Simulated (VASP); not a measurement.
# Cu (P6_3/mmc) in VASP: single point with LDA

Aim: the single point of Cu with LDA.

All numbers are computed with VASP 6.6.1; they aren't measurements. Logs are shortened: lines on timing, memory, paths and dates and some standing lists are left out, and cuts for length are marked.

## Step 1: The cell of the first run

Symmetry: P6_3/mmc, No. 194, hexagonal system. The conventional cell has a = 2.534 Å, b = 2.534 Å, c = 4.113 Å, α = 90.00°, β = 90.00°, γ = 120.00°. Within 3.3 Å of Cu (site symmetry -6m2) lie 12 Cu at 2.52 to 2.53 Å.

## Step 2: Single point, LDA

Input file INCAR:

```
ALGO = Normal ; EDIFF = 1E-6
ENCUT = 520 ; ISIF = 2
ISMEAR = 0 ; LASPH = True
LCHARG = False ; LREAL = False
LWAVE = False ; NBANDS = 18
NELM = 80 ; PREC = Accurate
SIGMA = 0.1
```

Input file KPOINTS:

```
k-points
0
Gamma
  9 9 4
```

Input file POSCAR:

```
Cu
1.0
    2.5340966698      0.0000000000      0.0000000000
   -1.2670483349      2.1945920917      0.0000000000
    0.0000000000      0.0000000000      4.1125710000
Cu
2
Direct
    0.3333333300      0.6666666700      0.2500000000
    0.6666666700      0.3333333300      0.7500000000
```

Potentials or basis: VASP PAW LDA potentials, release 64 (Cu).

Command:

```sh
> cat potpaw_LDA.64/Cu/POTCAR > POTCAR
> mpirun -np 1 vasp_std > vasp.out
```

OUTCAR:

```text
EDIFF = 1E-6
   ENCUT = 520
   ISIF = 2
   ISMEAR = 0
   LASPH = True
   LREAL = False
   NELM = 80
   PREC = Accurate

 ion  position               nearest neighbor table
   1  0.333  0.667  0.250-   2 2.52   2 2.52   2 2.52   2 2.52   2 2.52   2 2.52
   2  0.667  0.333  0.750-   1 2.52   1 2.52   1 2.52   1 2.52   1 2.52   1 2.52

  LATTYP: Found a hexagonal cell.
 ALAT       =     2.5340966698
 C/A-ratio  =     1.6228942838

  Lattice vectors:

 A1 = (   2.5340966698,   0.0000000000,   0.0000000000)
 A2 = (  -1.2670483349,   2.1945920917,   0.0000000000)
 A3 = (   0.0000000000,   0.0000000000,   4.1125710000)

Analysis of symmetry for initial positions (statically):
=====================================================================
 Subroutine PRICEL returns:
 Original cell was already a primitive cell.

 Routine SETGRP: Setting up the symmetry group for a
 hexagonal supercell.

 Subroutine GETGRP returns: Found 24 space group operations
 (whereof 12 operations were pure point group operations)
 out of a pool of 24 trial point group operations.

The static configuration has the point symmetry D_3d.
 The point group associated with its full space group is D_6h.

Analysis of symmetry for dynamics (positions and initial velocities):
=====================================================================
 Subroutine PRICEL returns:
 Original cell was already a primitive cell.

 Routine SETGRP: Setting up the symmetry group for a
 hexagonal supercell.

 Subroutine GETGRP returns: Found 24 space group operations
 (whereof 12 operations were pure point group operations)
 out of a pool of 24 trial point group operations.

The dynamic configuration has the point symmetry D_3d.
 The point group associated with its full space group is D_6h.

 Subroutine INISYM returns: Found 24 space group operations
 (whereof 12 operations are pure point group operations),
 and found     1 'primitive' translations

----------------------------------------------------------------------------------------

                                     Primitive cell

  volume of cell :      22.8713

  direct lattice vectors                    reciprocal lattice vectors
     2.534096670  0.000000000  0.000000000     0.394617937  0.227832772  0.000000000
    -1.267048335  2.194592092  0.000000000     0.000000000  0.455665544  0.000000000
     0.000000000  0.000000000  4.112571000     0.000000000  0.000000000  0.243156896

  length of vectors
     2.534096670  2.534096670  4.112571000     0.455665544  0.455665544  0.243156896

  position of ions in fractional coordinates (direct lattice)
     0.333333330  0.666666670  0.250000000
     0.666666670  0.333333330  0.750000000

  ion indices of the primitive-cell ions
   primitive index   ion index
                 1           1
                 2           2

----------------------------------------------------------------------------------------

 KPOINTS: k-points

Automatic generation of k-mesh.
 Grid dimensions read from file:
 generate k-points for:    9    9    4

 Generating k-lattice:

  Cartesian coordinates                     Fractional coordinates (reciprocal lattice)
     0.043846437  0.025314752  0.000000000     0.111111111 -0.000000000  0.000000000
     0.000000000  0.050629505  0.000000000     0.000000000  0.111111111  0.000000000
     0.000000000  0.000000000  0.060789224     0.000000000  0.000000000  0.250000000

  Length of vectors
     0.050629505  0.050629505  0.060789224

  Shift w.r.t. Gamma in fractional coordinates (k-lattice)
     0.000000000  0.000000000  0.000000000

 Subroutine IBZKPT returns following result:
 ===========================================

 Found     36 irreducible k-points:

 Following reciprocal coordinates:
            Coordinates               Weight
  0.000000  0.000000  0.000000      1.000000
  0.111111 -0.000000  0.000000      6.000000
  0.222222  0.000000  0.000000      6.000000
  0.333333 -0.000000  0.000000      6.000000
  0.444444  0.000000  0.000000      6.000000
  0.111111  0.111111  0.000000      6.000000
[... 16 lines left out ...]
  0.333333  0.222222  0.250000     24.000000
  0.333333  0.333333  0.250000      4.000000
 [... further k-points ...]
   k-points           NKPTS =     36   k-points in BZ     NKDIM =     36   number of bands    NBANDS=     18
   number of dos      NEDOS =    301   number of ions     NIONS =      2
   total plane-waves  NPLWV =  12800
   dimension x,y,z NGX =    20 NGY =   20 NGZ =   32
   dimension x,y,z NGXF=    40 NGYF=   40 NGZF=   64
   ions per type =               2
   NGX,Y,Z   is equivalent  to a cutoff of  13.12, 13.12, 12.94 a.u.
   NGXF,Y,Z  is equivalent  to a cutoff of  26.24, 26.24, 25.87 a.u.
 SYSTEM =  unknown system
   PREC   = accura    normal or accurate (medium, high low for compatibility)
   ISTART =      0    job   : 0-new  1-cont  2-samecut
   ICHARG =      2    charge: 1-file 2-atom 10-const
   ISPIN  =      1    spin polarized calculation?
   LNONCOLLINEAR =      F non collinear calculations
   LSORBIT =      F    spin-orbit coupling
   LASPH  =      T    aspherical Exc in radial PAW
   ENCUT  =  520.0 eV  38.22 Ry    6.18 a.u.   4.71  4.71  7.65*2*pi/ulx,y,z
   NELM   =     80;   NELMIN=  2; NELMDL= -5     # of ELM steps
   EDIFF  = 0.1E-05   stopping-criterion for ELM
   LREAL  =      F    real-space projection
   EDIFFG = 0.1E-04   stopping-criterion for IOM
   NSW    =      0    number of steps for IOM
   IBRION =     -1    ionic relax: 0-MD 1-quasi-New 2-CG
   NFREE  =      0    steps in history (QN), initial steepest desc. (CG)
   ISIF   =      2    stress and relaxation
   ISYM   =      2    0-nonsym 1-usesym 2-fastsym
   POTIM  = 0.5000    time-step for ionic-motion
   TEBEG  =    0.0;   TEEND  =   0.0 temperature during run
   PSTRESS=    0.0 pullay stress
   NELECT =      22.0000    total number of electrons
   NUPDOWN=      -1.0000    fix difference up-down
   EMIN   =  10.00;   EMAX   =-10.00  energy-range for DOS
   EFERMI =   0.00;   METHOD = LEGACY
   ISMEAR =     0;   SIGMA  =   0.10  broadening in eV -4-tet -1-fermi 0-gaus
   EFERMI_NEDOS =   21; number of points for ismear=-14 and -15
   IALGO  =     38    algorithm
   IMIX   =      4    mixing-type and parameters
     AMIX     =   0.40;   BMIX     =  1.00
     AMIX_MAG =   1.60;   BMIX_MAG =  1.00
  volume/ion in A,a.u.               =      11.44        77.17
  Fermi-wavevector in a.u.,A,eV,Ry     =   1.616041  3.053874 35.532800  2.611587
  Thomas-Fermi vector in A             =   2.710691
   LORBIT       =      0    0 simple, 1 ext, 2 COOP (PROOUT), +10 PAW based schemes
   GGA     = CA    functional components
   LHFCALC =     F    Hartree Fock is set to
   AEXX    =    0.0000 exact exchange contribution
   IVDW    =     0    specifies the selected vdW correction
   LEPSILON=     F    determine dielectric tensor
   LRPA    =     F    only Hartree local field effects (RPA)
 non-spin polarized calculation
 Gauss-broadening in eV      SIGMA  =   0.10
  energy-cutoff  :      520.00
  volume of cell :       22.87
 maximum number of plane-waves:       640
 NGX is ok and might be reduce to    20
   NGX =  9   NGY =  9   NGZ = 15

 number of electron      21.9999979 magnetization

 Free energy of the ion-electron system (eV)
  ---------------------------------------------------
  ext. energy  EPLUGINS =         0.00000000
  ---------------------------------------------------
  free energy    TOTEN  =        -9.37871950 eV

  energy without entropy =       -9.37261010  energy(sigma->0) =       -9.37566480

 E-fermi :   7.7042     XC(G=0): -13.2903

 val. band max:        7.6760695404   @ k =   0.2222   0.2222   0.5000
 cond. band min:       7.8000126206   @ k =   0.4444   0.0000   0.5000
 fundamental gap:      0.1239430803
 Fermi energy:         7.7041892991

 k-point     1 :       0.0000    0.0000    0.0000
  band No.  band energies     occupation
      1      -1.8468      2.00000
      2       2.4604      2.00000
      3       4.6044      2.00000
      4       4.6443      2.00000
      5       4.6443      2.00000
      6       4.8684      2.00000
[... 10 lines left out ...]
     17      31.4745      0.00000
     18      31.4747      0.00000

 k-point     2 :       0.1111   -0.0000    0.0000
  band No.  band energies     occupation
      1      -1.4422      2.00000
      2       2.6866      2.00000
      3       4.3985      2.00000
      4       4.7682      2.00000
      5       4.7940      2.00000
      6       4.8494      2.00000
[... 10 lines left out ...]
     17      32.1686      0.00000
     18      32.8907      0.00000

 k-point     3 :       0.2222    0.0000    0.0000
  band No.  band energies     occupation
      1      -0.2851      2.00000
      2       3.1486      2.00000
      3       4.0851      2.00000
      4       4.1541      2.00000
      5       4.6298      2.00000
      6       4.8741      2.00000
[... 10 lines left out ...]
     17      27.4022      0.00000
     18      29.4382      0.00000

 k-point     4 :       0.3333   -0.0000    0.0000
  band No.  band energies     occupation
      1       1.3505      2.00000
      2       3.2230      2.00000
      3       3.5313      2.00000
      4       4.1711      2.00000
      5       4.6820      2.00000
      6       4.7021      2.00000
[... 375 lines left out ...]
      4       3.8481      2.00000
      5       4.5125      2.00000
      6       4.5889      2.00000
[... 10 lines left out ...]
     17      21.2701      0.00000
     18      28.2090      0.00000

 k-point    23 :       0.3333    0.2222    0.2500
  band No.  band energies     occupation
      1       3.0951      2.00000
      2       3.5055      2.00000
      3       3.5942      2.00000
      4       3.9100      2.00000
      5       4.3571      2.00000
      6       4.6624      2.00000
[... 10 lines left out ...]
     17      21.9930      0.00000
     18      24.8973      0.00000

 k-point    24 :       0.3333    0.3333    0.2500
  band No.  band energies     occupation
      1       3.5302      2.00000
      2       3.5864      2.00000
      3       3.5864      2.00000
      4       3.8274      2.00000
      5       4.3863      2.00000
      6       4.3863      2.00000
[... 10 lines left out ...]
     17      24.5778      0.00000
     18      24.6096      0.00000

 [... further k-points ...]
[... 5 lines left out ...]
  --------------------------------------------------------------------------------------
  -------------------------------------------------------------------------------------
  Total       -1.1696456     -1.1696456     -0.6439864     -0.0000000      0.0000000      0.0000000
  in kB      -81.9359434    -81.9359434    -45.1124958     -0.0000000      0.0000000      0.0000000
  external PRESSURE =     -69.6614609 kB  Pullay stress =       0.0000000 kB

 VOLUME and BASIS-vectors are now :
 -----------------------------------------------------------------------------
  energy-cutoff  :      520.00
  volume of cell :       22.87
      direct lattice vectors                 reciprocal lattice vectors
     2.534096670  0.000000000  0.000000000     0.394617937  0.227832772  0.000000000
    -1.267048335  2.194592092  0.000000000     0.000000000  0.455665544  0.000000000
     0.000000000  0.000000000  4.112571000     0.000000000  0.000000000  0.243156896

 POSITION                                       TOTAL-FORCE (eV/Angst)
 -----------------------------------------------------------------------------------
     -0.00000      1.46306      1.02814         0.000000      0.000000      0.000000
      1.26705      0.73153      3.08443         0.000000     -0.000000      0.000000
 -----------------------------------------------------------------------------------
    total drift:                               -0.000001      0.000000     -0.000000

  FREE ENERGIE OF THE ION-ELECTRON SYSTEM (eV)
  ---------------------------------------------------
  free  energy   TOTEN  =        -9.3787195017 eV

  energy  without entropy=       -9.3726101013  energy(sigma->0) =       -9.37566480
```

It took 5.4 s on 1 thread of Intel Xeon 6975P-C (Granite Rapids), shared host; peak memory 0.13 GiB.

Results:

* Free energy: -9.3787 eV
* Pressure: -7.0 GPa
* Band gap on the k mesh: zero (band 11 reaches 11.84 eV, above the bottom of band 12 at 5.73 eV)

Stress tensor (GPa, compression positive):
```
-8.19  0.00  0.00
 0.00 -8.19  0.00
 0.00  0.00 -4.51
```

Caveat: the k points lie up to 0.38 Å⁻¹ apart.
